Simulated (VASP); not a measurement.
# Na (Fm-3m) in VASP: single point with PBE

Aim: the single point of Na with PBE.

Program: VASP 6.6.1. These are calculated values, not measurements. Logs are shortened: lines on timing, memory, paths and dates and some standing lists are left out, and cuts for length are marked.

## (1) The cell of the first run

The structure is cubic, space group Fm-3m (No. 225). Conventional cell: a = 5.293 Å, b = 5.293 Å, c = 5.293 Å, α = 90.00°, β = 90.00°, γ = 90.00°. Within 4.9 Å of Na (site symmetry m-3m) lie 12 Na at 3.74 Å.

This isn't the form of Na at room conditions, which is bcc.

## (2) Single point, PBE, non-collinear spin, zero start, spin-orbit coupling

Contents of INCAR:

```
PREC = Accurate ; ENCUT = 520
EDIFF = 1E-6 ; ISMEAR = 0
SIGMA = 0.05 ; LREAL = F
LASPH = T ; NELM = 150
ALGO = Normal ; ISIF = 2
LWAVE = F ; LCHARG = F
MAGMOM = 0 0 0 ; LORBIT = 11
LSORBIT = T ; GGA_COMPAT = F
LORBMOM = T ; GGA = PE
NBANDS = 18
```

Contents of KPOINTS:

```
regular mesh
0
Gamma
  14 14 14
```

Contents of POSCAR:

```
Na
1.0
    0.0000000000      2.6462970824      2.6462970824
    2.6462970824      0.0000000000      2.6462970824
    2.6462970824      2.6462970824      0.0000000000
Na
1
Direct
    0.0000000000      0.0000000000      0.0000000000
```

Potentials or basis: VASP PAW PBE potentials, release 64 (Na_pv).

Run with:

```
$ cat potpaw_PBE.64/Na_pv/POTCAR > POTCAR
$ mpirun -np 1 vasp_ncl > vasp.out
```

OUTCAR:

```text
PREC = Accurate
   ENCUT = 520
   EDIFF = 1E-6
   ISMEAR = 0
   LREAL = F
   LASPH = T
   NELM = 150
   ISIF = 2
   LORBIT = 11
   LSORBIT = T
   GGA = PE

 ion  position               nearest neighbor table
   1  0.000  0.000  0.000-

  LATTYP: Found a face centered cubic cell.
 ALAT       =     5.2925941648

  Lattice vectors:

 A1 = (   0.0000000000,   2.6462970824,   2.6462970824)
 A2 = (   2.6462970824,   0.0000000000,   2.6462970824)
 A3 = (   2.6462970824,   2.6462970824,   0.0000000000)

Analysis of symmetry for initial positions (statically):
=====================================================================
 Subroutine PRICEL returns:
 Original cell was already a primitive cell.

 Routine SETGRP: Setting up the symmetry group for a
 face centered cubic supercell.

 Subroutine GETGRP returns: Found 48 space group operations
 (whereof 48 operations were pure point group operations)
 out of a pool of 48 trial point group operations.

The static configuration has the point symmetry O_h .

Analysis of symmetry for dynamics (positions and initial velocities):
=====================================================================
 Subroutine PRICEL returns:
 Original cell was already a primitive cell.

 Routine SETGRP: Setting up the symmetry group for a
 face centered cubic supercell.

 Subroutine GETGRP returns: Found 48 space group operations
 (whereof 48 operations were pure point group operations)
 out of a pool of 48 trial point group operations.

The dynamic configuration has the point symmetry O_h .

Analysis of structural, dynamic, and magnetic symmetry:
=====================================================================
 Subroutine PRICEL returns:
 Original cell was already a primitive cell.

 Routine SETGRP: Setting up the symmetry group for a
 face centered cubic supercell.

 Subroutine GETGRP returns: Found 48 space group operations
 (whereof 48 operations were pure point group operations)
 out of a pool of 48 trial point group operations.

The overall configuration has the point symmetry O_h .

 Subroutine INISYM returns: Found 48 space group operations
 (whereof 48 operations are pure point group operations),
 and found     1 'primitive' translations

----------------------------------------------------------------------------------------

                                     Primitive cell

  volume of cell :      37.0634

  direct lattice vectors                    reciprocal lattice vectors
     0.000000000  2.646297082  2.646297082    -0.188943261  0.188943261  0.188943261
     2.646297082  0.000000000  2.646297082     0.188943261 -0.188943261  0.188943261
     2.646297082  2.646297082  0.000000000     0.188943261  0.188943261 -0.188943261

  length of vectors
     3.742429224  3.742429224  3.742429224     0.327259328  0.327259328  0.327259328

  position of ions in fractional coordinates (direct lattice)
     0.000000000  0.000000000  0.000000000

  ion indices of the primitive-cell ions
   primitive index   ion index
                 1           1

----------------------------------------------------------------------------------------

 KPOINTS: regular mesh

Automatic generation of k-mesh.
 Grid dimensions read from file:
 generate k-points for:   14   14   14

 Generating k-lattice:

  Cartesian coordinates                     Fractional coordinates (reciprocal lattice)
    -0.013495947  0.013495947  0.013495947     0.071428571  0.000000000  0.000000000
     0.013495947 -0.013495947  0.013495947     0.000000000  0.071428571  0.000000000
     0.013495947  0.013495947 -0.013495947     0.000000000  0.000000000  0.071428571

  Length of vectors
     0.023375666  0.023375666  0.023375666

  Shift w.r.t. Gamma in fractional coordinates (k-lattice)
     0.000000000  0.000000000  0.000000000

 Subroutine IBZKPT returns following result:
 ===========================================

[... 42 lines left out ...]
   LNONCOLLINEAR =      T non collinear calculations
   LSORBIT =      T    spin-orbit coupling
   LASPH  =      T    aspherical Exc in radial PAW
   ENCUT  =  520.0 eV  38.22 Ry    6.18 a.u.   6.96  6.96  6.96*2*pi/ulx,y,z
   NELM   =    150;   NELMIN=  2; NELMDL= -5     # of ELM steps
   EDIFF  = 0.1E-05   stopping-criterion for ELM
   LREAL  =      F    real-space projection
   EDIFFG = 0.1E-04   stopping-criterion for IOM
   NSW    =      0    number of steps for IOM
   IBRION =     -1    ionic relax: 0-MD 1-quasi-New 2-CG
   NFREE  =      0    steps in history (QN), initial steepest desc. (CG)
   ISIF   =      2    stress and relaxation
   ISYM   =      2    0-nonsym 1-usesym 2-fastsym
   POTIM  = 0.5000    time-step for ionic-motion
   TEBEG  =    0.0;   TEEND  =   0.0 temperature during run
   PSTRESS=    0.0 pullay stress
   NELECT =       7.0000    total number of electrons
   NUPDOWN=      -1.0000    fix difference up-down
   EMIN   =  10.00;   EMAX   =-10.00  energy-range for DOS
   EFERMI =   0.00;   METHOD = LEGACY
   ISMEAR =     0;   SIGMA  =   0.05  broadening in eV -4-tet -1-fermi 0-gaus
   EFERMI_NEDOS =   21; number of points for ismear=-14 and -15
   IALGO  =     38    algorithm
   IMIX   =      4    mixing-type and parameters
     AMIX     =   0.40;   BMIX     =  1.00
     AMIX_MAG =   1.60;   BMIX_MAG =  1.00
  volume/ion in A,a.u.               =      37.06       250.12
  Fermi-wavevector in a.u.,A,eV,Ry     =   0.939274  1.774970 12.003542  0.882235
  Thomas-Fermi vector in A             =   2.066570
   LORBIT       =     11    0 simple, 1 ext, 2 COOP (PROOUT), +10 PAW based schemes
   GGA     = PE    functional components
   LHFCALC =     F    Hartree Fock is set to
   AEXX    =    0.0000 exact exchange contribution
   IVDW    =     0    specifies the selected vdW correction
   LEPSILON=     F    determine dielectric tensor
   LRPA    =     F    only Hartree local field effects (RPA)
 Gauss-broadening in eV      SIGMA  =   0.05
  energy-cutoff  :      520.00
  volume of cell :       37.06
 maximum number of plane-waves:      2024
   NGX = 13   NGY = 13   NGZ = 13

 number of electron       7.0000000 magnetization       0.0000000      0.0000000      0.0000000

 number of electron       6.9999994 magnetization       0.0000000     -0.0000000      0.0000000

 number of electron       6.9999994 magnetization      -0.0000000      0.0000000     -0.0000000

 Free energy of the ion-electron system (eV)
  ---------------------------------------------------
  ext. energy  EPLUGINS =         0.00000000
  ---------------------------------------------------
  free energy    TOTEN  =        -1.31371472 eV

  energy without entropy =       -1.31328978  energy(sigma->0) =       -1.31350225

 E-fermi :   0.3163     XC(G=0):  -6.5024

 val. band max:        0.2394397117   @ k =   0.5000   0.3571   0.1429
 cond. band min:       0.3453009214   @ k =   0.5000   0.2857   0.0714
 fundamental gap:      0.1058612096
 Fermi energy:         0.3163147376

 k-point     1 :       0.0000    0.0000    0.0000
  band No.  band energies     occupation
      1     -24.6865      1.00000
      2     -24.6865      1.00000
      3     -24.5079      1.00000
      4     -24.5079      1.00000
      5     -24.5079      1.00000
      6     -24.5079      1.00000
[... 481 lines left out ...]
      5     -24.5126      1.00000
      6     -24.5126      1.00000
[... 10 lines left out ...]
     17      12.8015      0.00000
     18      12.8015      0.00000

 [... further k-points ...]

------------------------ aborting loop because EDIFF is reached ----------------------------------------

  FORCE on cell =-STRESS in cart. coord.  units (eV):
  Direction    XX          YY          ZZ          XY          YZ          ZX
  --------------------------------------------------------------------------------------
  -------------------------------------------------------------------------------------
  Total       -0.0175026     -0.0175026     -0.0175026      0.0000000      0.0000000      0.0000000
  in kB       -0.7566005     -0.7566005     -0.7566005      0.0000000      0.0000000      0.0000000
  external PRESSURE =      -0.7566005 kB  Pullay stress =       0.0000000 kB

 VOLUME and BASIS-vectors are now :
 -----------------------------------------------------------------------------
  energy-cutoff  :      520.00
  volume of cell :       37.06
      direct lattice vectors                 reciprocal lattice vectors
     0.000000000  2.646297082  2.646297082    -0.188943261  0.188943261  0.188943261
     2.646297082  0.000000000  2.646297082     0.188943261 -0.188943261  0.188943261
     2.646297082  2.646297082  0.000000000     0.188943261  0.188943261 -0.188943261

 POSITION                                       TOTAL-FORCE (eV/Angst)
 -----------------------------------------------------------------------------------
      0.00000      0.00000      0.00000         0.000000      0.000000     -0.000000
 -----------------------------------------------------------------------------------
    total drift:                               -0.000000     -0.000000     -0.000000

  FREE ENERGIE OF THE ION-ELECTRON SYSTEM (eV)
  ---------------------------------------------------
  free  energy   TOTEN  =        -1.3137147218 eV

  energy  without entropy=       -1.3132897756  energy(sigma->0) =       -1.31350225

 orbital moment (x)

 # of ion     p       tot
 --------------------------------
  1         0.000   0.000
 --------------------------------
            0.000   0.000

 orbital moment (y)

 # of ion     p       tot
 --------------------------------
  1         0.000   0.000
 --------------------------------
            0.000   0.000

 orbital moment (z)

 # of ion     p       tot
 --------------------------------
  1         0.000   0.000
 --------------------------------
            0.000   0.000

 Spin-Orbit-Coupling matrix elements

 Ion:    1  E_soc:     -0.0007336
 l=   1
     0.0000000    -0.0001223    -0.0001223
    -0.0001223     0.0000000    -0.0001223
    -0.0001223    -0.0001223     0.0000000
 l=   2
     0.0000000     0.0000000     0.0000000     0.0000000     0.0000000
     0.0000000     0.0000000     0.0000000     0.0000000     0.0000000
     0.0000000     0.0000000     0.0000000     0.0000000     0.0000000
     0.0000000     0.0000000     0.0000000     0.0000000     0.0000000
     0.0000000     0.0000000     0.0000000     0.0000000     0.0000000
 l=   3
     0.0000000     0.0000000     0.0000000     0.0000000     0.0000000     0.0000000     0.0000000
     0.0000000     0.0000000     0.0000000     0.0000000     0.0000000     0.0000000     0.0000000
     0.0000000     0.0000000     0.0000000     0.0000000     0.0000000     0.0000000     0.0000000
     0.0000000     0.0000000     0.0000000     0.0000000     0.0000000     0.0000000     0.0000000
     0.0000000     0.0000000     0.0000000     0.0000000     0.0000000     0.0000000     0.0000000
     0.0000000     0.0000000     0.0000000     0.0000000     0.0000000     0.0000000     0.0000000
     0.0000000     0.0000000     0.0000000     0.0000000     0.0000000     0.0000000     0.0000000

 total charge

# of ion       s       p       d       tot
------------------------------------------
    1        0.099   5.964   0.000   6.062

 magnetization (x)

# of ion       s       p       d       tot
------------------------------------------
    1       -0.000   0.000   0.000  -0.000

 magnetization (y)

# of ion       s       p       d       tot
------------------------------------------
    1       -0.000   0.000   0.000  -0.000

 magnetization (z)

# of ion       s       p       d       tot
------------------------------------------
    1        0.000   0.000   0.000   0.000
```

Wall time 2.9 min (1 thread of Intel Xeon 8259CL, shared host); peak memory 0.28 GiB.

What came out:

```yaml
Free_energy: -1.3137 eV
Pressure: -0.1 GPa
Net_moment: 0.00 μB per cell
Valence_electrons_inside_the_program's_atomic_spheres: Na 6.06
```

Moments on the atoms (μB; x, y, z):
```
Na  0.00 0.00 0.00
```
